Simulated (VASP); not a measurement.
# BP (F-43m) in VASP: a series of runs, part 2 of 2

VASP 6.6.1. Earlier steps stand in the parts before.

## Step 4: Single point, b88 exchange, pbe correlation

This run uses another cell than the first one, of 11.92 Å³/atom.

Contents of INCAR:

```
SYSTEM = BP
PREC     = Accurate       ! precision mode
ENCUT    = 500            ! plane-wave cutoff, eV
EDIFF    = 1E-6           ! SCF threshold, eV
ISMEAR   = -1             ! smearing method
SIGMA    = 0.05           ! smearing width, eV
LREAL    = .FALSE.        ! projectors in reciprocal space
LASPH    = .TRUE.         ! aspherical terms in the spheres
NELM     = 120            ! most SCF steps
ALGO     = Normal         ! electronic algorithm
ISIF     = 2              ! what is computed and relaxed
LWAVE    = .FALSE.        ! write WAVECAR
LCHARG   = .FALSE.        ! write CHGCAR
GGA      = LIBXC          ! functional
LIBXC1   = GGA_X_B88    
LIBXC2   = GGA_C_PBE    
NBANDS   = 11             ! bands
GGA_COMPAT= .FALSE.
```

Contents of KPOINTS:

```
Automatic mesh
0
G
  10 10 10
  0 0 0
```

Contents of POSCAR:

```
BP
1.0
    0.0000000000      2.2840269280      2.2840269280
    2.2840269280      0.0000000000      2.2840269280
    2.2840269280      2.2840269280      0.0000000000
P B
1 1
Direct
    0.7500000000      0.7500000000      0.7500000000
    0.0000000000      0.0000000000      0.0000000000
```

Potentials or basis: VASP PAW PBE potentials, release 64 (P, B).

On the command line:

```console
$ cat potpaw_PBE.64/P/POTCAR potpaw_PBE.64/B/POTCAR > POTCAR
$ mpirun -np 1 vasp_std > vasp.out
```

OUTCAR:

```text
SYSTEM = BP
   PREC = Accurate
   ENCUT = 500
   EDIFF = 1E-6
   ISMEAR = -1
   LREAL = .FALSE.
   LASPH = .TRUE.
   NELM = 120
   ISIF = 2
   GGA = LIBXC

 ion  position               nearest neighbor table
   1  0.750  0.750  0.750-   2 1.98   2 1.98   2 1.98   2 1.98
   2  0.000  0.000  0.000-   1 1.98   1 1.98   1 1.98   1 1.98

  LATTYP: Found a face centered cubic cell.
 ALAT       =     4.5680538560

  Lattice vectors:

 A1 = (   0.0000000000,   2.2840269280,   2.2840269280)
 A2 = (   2.2840269280,   0.0000000000,   2.2840269280)
 A3 = (   2.2840269280,   2.2840269280,   0.0000000000)

Analysis of symmetry for initial positions (statically):
=====================================================================
 Subroutine PRICEL returns:
 Original cell was already a primitive cell.

 Routine SETGRP: Setting up the symmetry group for a
 face centered cubic supercell.

 Subroutine GETGRP returns: Found 24 space group operations
 (whereof 24 operations were pure point group operations)
 out of a pool of 48 trial point group operations.

The static configuration has the point symmetry T_d .

Analysis of symmetry for dynamics (positions and initial velocities):
=====================================================================
 Subroutine PRICEL returns:
 Original cell was already a primitive cell.

 Routine SETGRP: Setting up the symmetry group for a
 face centered cubic supercell.

 Subroutine GETGRP returns: Found 24 space group operations
 (whereof 24 operations were pure point group operations)
 out of a pool of 48 trial point group operations.

The dynamic configuration has the point symmetry T_d .

 Subroutine INISYM returns: Found 24 space group operations
 (whereof 24 operations are pure point group operations),
 and found     1 'primitive' translations

----------------------------------------------------------------------------------------

                                     Primitive cell

[... 115 lines left out ...]
   GGA     = LIBXC    functional components
   LHFCALC =     F    Hartree Fock is set to
   AEXX    =    0.0000 exact exchange contribution
   IVDW    =     0    specifies the selected vdW correction
   LEPSILON=     F    determine dielectric tensor
   LRPA    =     F    only Hartree local field effects (RPA)
 non-spin polarized calculation
  energy-cutoff  :      500.00
  volume of cell :       23.83
 maximum number of plane-waves:       620
   NGX = 11   NGY = 11   NGZ = 11

 number of electron       7.9999999 magnetization

 Free energy of the ion-electron system (eV)
  ---------------------------------------------------
  ext. energy  EPLUGINS =         0.00000000
  ---------------------------------------------------
  free energy    TOTEN  =       -12.72501680 eV

  energy without entropy =      -12.72501677  energy(sigma->0) =      -12.72501679

 E-fermi :   7.7929     XC(G=0): -10.8441

 val. band max:        7.1743365407   @ k =   0.0000   0.0000   0.0000
 cond. band min:       8.4476291725   @ k =   0.4000   0.4000   0.0000
 fundamental gap:      1.2732926318
 Fermi energy:         7.7929101102

 k-point     1 :       0.0000    0.0000    0.0000
  band No.  band energies     occupation
      1      -8.1078      2.00000
      2       7.1743      1.99999
      3       7.1743      1.99999
      4       7.1743      1.99999
      5      10.5656      0.00000
      6      10.5656      0.00000
      7      10.5656      0.00000
      8      14.2428      0.00000
      9      18.5301      0.00000
     10      19.2733      0.00000
     11      19.2733      0.00000
[... 309 lines left out ...]
 k-point    24 :       0.4000    0.3000    0.0000
  band No.  band energies     occupation
      1      -5.2201      2.00000
      2       1.0571      2.00000
      3       3.2057      2.00000
      4       3.7273      2.00000
      5       9.0098      0.00000
      6      10.8095      0.00000
      7      16.5211      0.00000
      8      16.5532      0.00000
      9      20.9538      0.00000
     10      22.3498      0.00000
     11      23.9418      0.00000

 [... further k-points ...]

------------------------ aborting loop because EDIFF is reached ----------------------------------------

  FORCE on cell =-STRESS in cart. coord.  units (eV):
  Direction    XX          YY          ZZ          XY          YZ          ZX
  --------------------------------------------------------------------------------------
  -------------------------------------------------------------------------------------
  Total       -0.2921796     -0.2921796     -0.2921796      0.0000000      0.0000000     -0.0000000
  in kB      -19.6438597    -19.6438597    -19.6438597      0.0000000      0.0000000     -0.0000000
  external PRESSURE =     -19.6438597 kB  Pullay stress =       0.0000000 kB

 VOLUME and BASIS-vectors are now :
 -----------------------------------------------------------------------------
  energy-cutoff  :      500.00
  volume of cell :       23.83
      direct lattice vectors                 reciprocal lattice vectors
     0.000000000  2.284026928  2.284026928    -0.218911605  0.218911605  0.218911605
     2.284026928  0.000000000  2.284026928     0.218911605 -0.218911605  0.218911605
     2.284026928  2.284026928  0.000000000     0.218911605  0.218911605 -0.218911605

 POSITION                                       TOTAL-FORCE (eV/Angst)
 -----------------------------------------------------------------------------------
      3.42604      3.42604      3.42604        -0.000000      0.000000     -0.000000
      0.00000      0.00000      0.00000         0.000000     -0.000000      0.000000
 -----------------------------------------------------------------------------------
    total drift:                               -0.000000     -0.000000     -0.000000

  FREE ENERGIE OF THE ION-ELECTRON SYSTEM (eV)
  ---------------------------------------------------
  free  energy   TOTEN  =       -12.7250168039 eV

  energy  without entropy=      -12.7250167672  energy(sigma->0) =      -12.72501679
```

Wall time 8.2 s (1 thread of AMD EPYC 7R13 (Zen 3), shared host); peak memory 0.11 GiB.

What came out:

```
Free energy            : -12.7250 eV
Pressure               : -2.0 GPa
Band gap on the k mesh : 1.27 eV (least direct gap 3.39 eV)
```

Levels at points of the mesh, in eV from the valence-band top:
```
           k point  band 2  band 3  band 4  band 5  band 6  band 7
(0.00, 0.00, 0.00)    0.00    0.00    0.00    3.39    3.39    3.39
(0.50, 0.00, 0.00)   -8.89   -1.73   -1.73    3.66    4.72    4.72
(0.50, 0.50, 0.00)   -8.48   -4.04   -4.04    1.38    1.68   11.96
```

Caveat: the PAW data sets were made with another functional, which shifts forces and pressure a little.

## Step 5: The runs side by side

| cell | gap on the mesh (eV) | pressure (GPa) |
| --- | --- | --- |
| a = 3.187 Å, angles 60.0°, 2 atoms | 1.22 | 4.7 |
| a = 3.209 Å, angles 60.0°, 2 atoms | 1.25 | 1.2 |
| a = 3.230 Å, angles 60.0°, 2 atoms | 1.27 | -2.0 |

Alike in all rows: task single point; level b88 exchange, pbe correlation; potentials or basis VASP PAW PBE potentials, release 64 (P, B); no spin polarisation; k mesh 10 × 10 × 10; cutoff (eV) 500; smearing fermi-dirac 0.05 eV.

Caveats: the PAW data sets were made with another functional, which shifts forces and pressure a little; the cell stands under pressure (at least some runs).

Total energies depend on the potentials used, so only differences within one code and one set of settings carry meaning.
